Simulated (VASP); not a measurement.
# InSb (F-43m) in VASP: settings compared, part 2 of 2

VASP 6.6.1. Earlier steps stand in the parts before.

### Step 3. Single point, PBEsol

This run uses another cell than the first one, of 34.69 Å³/atom.

INCAR reads:

```
  PREC = Accurate
  ENCUT = 520
  EDIFF = 1E-6
  ISMEAR = -1
  SIGMA = 0.02
  LREAL = False
  LASPH = True
  NELM = 80
  ALGO = Normal
  ISIF = 2
  LWAVE = False
  LCHARG = True
  GGA = PS
  LELF = True
  LVHAR = True
  NBANDS = 16
```

KPOINTS reads:

```
Automatic mesh
0
Gamma
  6 6 6
```

POSCAR reads:

```
InSb
1.0
    0.0000000000      3.2612681727      3.2612681727
    3.2612681727      0.0000000000      3.2612681727
    3.2612681727      3.2612681727      0.0000000000
In Sb
1 1
Direct
    0.0000000000      0.0000000000      0.0000000000
    0.2500000000      0.2500000000      0.2500000000
```

Potentials or basis: VASP PAW PBE potentials, release 64 (In_d, Sb).

Command:

```
$ cat potpaw_PBE.64/In_d/POTCAR potpaw_PBE.64/Sb/POTCAR > POTCAR
$ mpirun -np 1 vasp_std > vasp.out
```

OUTCAR:

```text
PREC = Accurate
   ENCUT = 520
   EDIFF = 1E-6
   ISMEAR = -1
   LREAL = False
   LASPH = True
   NELM = 80
   ISIF = 2
   GGA = PS

 ion  position               nearest neighbor table
   1  0.000  0.000  0.000-   2 2.82   2 2.82   2 2.82   2 2.82
   2  0.250  0.250  0.250-   1 2.82   1 2.82   1 2.82   1 2.82

  LATTYP: Found a face centered cubic cell.
 ALAT       =     6.5225363454

  Lattice vectors:

 A1 = (   0.0000000000,   3.2612681727,   3.2612681727)
[... 478 lines left out ...]

------------------------ aborting loop because EDIFF is reached ----------------------------------------

  FORCE on cell =-STRESS in cart. coord.  units (eV):
  Direction    XX          YY          ZZ          XY          YZ          ZX
  --------------------------------------------------------------------------------------
  -------------------------------------------------------------------------------------
  Total        0.0069268      0.0069268      0.0069268     -0.0000000      0.0000000      0.0000000
  in kB        0.1599759      0.1599759      0.1599759     -0.0000000      0.0000000      0.0000000
  external PRESSURE =       0.1599759 kB  Pullay stress =       0.0000000 kB

 VOLUME and BASIS-vectors are now :
 -----------------------------------------------------------------------------
  energy-cutoff  :      520.00
  volume of cell :       69.37
      direct lattice vectors                 reciprocal lattice vectors
     0.000000000  3.261268173  3.261268173    -0.153314592  0.153314592  0.153314592
     3.261268173  0.000000000  3.261268173     0.153314592 -0.153314592  0.153314592
     3.261268173  3.261268173  0.000000000     0.153314592  0.153314592 -0.153314592

 POSITION                                       TOTAL-FORCE (eV/Angst)
 -----------------------------------------------------------------------------------
      0.00000      0.00000      0.00000        -0.000000     -0.000000      0.000000
      1.63063      1.63063      1.63063         0.000000      0.000000     -0.000000
 -----------------------------------------------------------------------------------
    total drift:                               -0.000000     -0.000000     -0.000000

  FREE ENERGIE OF THE ION-ELECTRON SYSTEM (eV)
  ---------------------------------------------------
  free  energy   TOTEN  =        -7.6774501509 eV

  energy  without entropy=       -7.6770965298  energy(sigma->0) =       -7.67727334
```

OSZICAR:

```text
N       E                     dE             d eps       ncg     rms          rms(c)
DAV:   1     0.107603167567E+03    0.10760E+03   -0.80085E+03   512   0.114E+03
DAV:   2    -0.104137316317E+01   -0.10864E+03   -0.10523E+03   592   0.262E+02
DAV:   3    -0.761818456237E+01   -0.65768E+01   -0.65587E+01   616   0.681E+01
DAV:   4    -0.781079564468E+01   -0.19261E+00   -0.19248E+00   720   0.135E+01
DAV:   5    -0.782177305649E+01   -0.10977E-01   -0.10977E-01   720   0.244E+00    0.393E+00
DAV:   6    -0.770052267032E+01    0.12125E+00   -0.17727E-01   752   0.684E+00    0.224E+00
DAV:   7    -0.767771686392E+01    0.22806E-01   -0.66622E-02   736   0.262E+00    0.601E-01
DAV:   8    -0.767700133991E+01    0.71552E-03   -0.76515E-03   664   0.993E-01    0.252E-01
DAV:   9    -0.767745225294E+01   -0.45091E-03   -0.88054E-04   616   0.251E-01    0.839E-02
DAV:  10    -0.767742817161E+01    0.24081E-04   -0.48493E-05   680   0.463E-02    0.365E-02
DAV:  11    -0.767744951446E+01   -0.21343E-04   -0.36495E-05   600   0.461E-02    0.228E-02
DAV:  12    -0.767745015085E+01   -0.63640E-06   -0.12006E-06   496   0.698E-03
   1 F= -.76774502E+01 E0= -.76772733E+01  d E =-.353621E-03
```

It took 16 s on 1 thread of AMD EPYC 7R13 (Zen 3), shared host; peak memory 0.18 GiB.

Results:

```yaml
Free_energy: -7.6775 eV
Pressure: 0.0 GPa
Band_gap_on_the_k_mesh: zero (filled and empty bands touch)
```

Caveat: semilocal functionals underestimate gaps, and a narrow one can read as zero; the PAW data sets were made with another functional, which shifts forces and pressure a little; spin-orbit coupling is left out, which moves the levels of the heavy elements.

### Step 4. Single point, PBE

This run uses another cell than the first one, of 36.56 Å³/atom.

INCAR reads:

```
SYSTEM = InSb
  PREC = Accurate
  ENCUT = 520
  EDIFF = 1E-6
  ISMEAR = -1
  SIGMA = 0.02
  LREAL = .False.
  LASPH = .True.
  NELM = 100
  ALGO = Normal
  ISIF = 2
  LWAVE = .False.
  LCHARG = .False.
  GGA = PE
  NBANDS = 16
```

KPOINTS reads:

```
regular mesh
0
Gamma
  6 6 6
  0 0 0
```

POSCAR reads:

```
InSb
1.0
    0.0000000000      3.3190897135      3.3190897135
    3.3190897135      0.0000000000      3.3190897135
    3.3190897135      3.3190897135      0.0000000000
In Sb
1 1
Direct
    0.0000000000      0.0000000000      0.0000000000
    0.2500000000      0.2500000000      0.2500000000
```

Command:

```
$ cat potpaw_PBE.64/In_d/POTCAR potpaw_PBE.64/Sb/POTCAR > POTCAR
$ mpirun -np 1 vasp_std > vasp.out
```

Wall time 17 s (1 thread of AMD EPYC 7R13 (Zen 3), shared host); peak memory 0.18 GiB.

Results (log left out):

| Property | Result |
| --- | --- |
| Free energy | -6.9325 eV |
| Pressure | 0.0 GPa |
| Band gap on the k mesh | zero (filled and empty bands touch) |

Levels at points of the mesh, in eV from the Fermi level:
```
           k point  band 6  band 7  band 8  band 9  band 10  band 11  band 12  band 13
(0.00, 0.00, 0.00)  -10.29   -0.61   -0.01   -0.01    -0.01     2.95     2.95     2.95
(0.50, 0.00, 0.00)   -9.10   -5.31   -0.92   -0.92     0.40     3.78     3.78     6.10
(0.50, 0.50, 0.00)   -8.58   -5.63   -2.05   -2.05     1.34     1.45     7.71     7.71
```

Caveat: semilocal functionals underestimate gaps, and a narrow one can read as zero; spin-orbit coupling is left out, which moves the levels of the heavy elements.

### Step 5. The runs side by side

```csv
level,potentials or basis,cell,gap on the mesh (eV),pressure (GPa)
LDA,"VASP PAW LDA potentials, release 64 (In_d, Sb)","a = 4.564 Å, angles 60.0°, 2 atoms",none,0.1
PBEsol,"VASP PAW PBE potentials, release 64 (In_d, Sb)","a = 4.612 Å, angles 60.0°, 2 atoms",none,0.0
PBE,"VASP PAW PBE potentials, release 64 (In_d, Sb)","a = 4.694 Å, angles 60.0°, 2 atoms",none,0.0
```

Alike in all rows: task single point; no spin polarisation; k mesh 6 × 6 × 6; cutoff (eV) 520; smearing fermi-dirac 0.02 eV.

Caveats: semilocal functionals underestimate gaps, and a narrow one can read as zero; spin-orbit coupling is left out, which moves the levels of the heavy elements; the PAW data sets were made with another functional, which shifts forces and pressure a little (at least some runs).

Absolute energies hang on the potentials; compare differences alone.

### Step 6. Against experiment

Step 2. A measured gap of InSb is 0.24 eV (quoted in “Electronic Structure and Epitaxy of CdTe Shells on InSb Nanowires”, 2021, arxiv:2111.05126); the calculated 0.00 eV misses it by -0.24 eV. Spin-orbit coupling on In, Sb is left out. The value is that of LDA on a finite k mesh, which can miss the band edges, without temperature or zero-point motion. Semilocal functionals fall short of measured gaps as a rule.

Step 3. Measured gap of InSb: 0.24 eV (quoted in “Electronic Structure and Epitaxy of CdTe Shells on InSb Nanowires”, 2021, arxiv:2111.05126). This calculation gives 0.00 eV (-0.24 eV). Spin-orbit coupling on In, Sb is left out. The value is that of PBEsol on a finite k mesh, which can miss the band edges, without temperature or zero-point motion. Semilocal functionals fall short of measured gaps as a rule.

Step 4. Against the measured gap of InSb, 0.24 eV (quoted in “Electronic Structure and Epitaxy of CdTe Shells on InSb Nanowires”, 2021, arxiv:2111.05126), the calculated 0.00 eV is off by -0.24 eV. Spin-orbit coupling on In, Sb is left out. The value is that of PBE on a finite k mesh, which can miss the band edges, without temperature or zero-point motion. Semilocal functionals fall short of measured gaps as a rule.
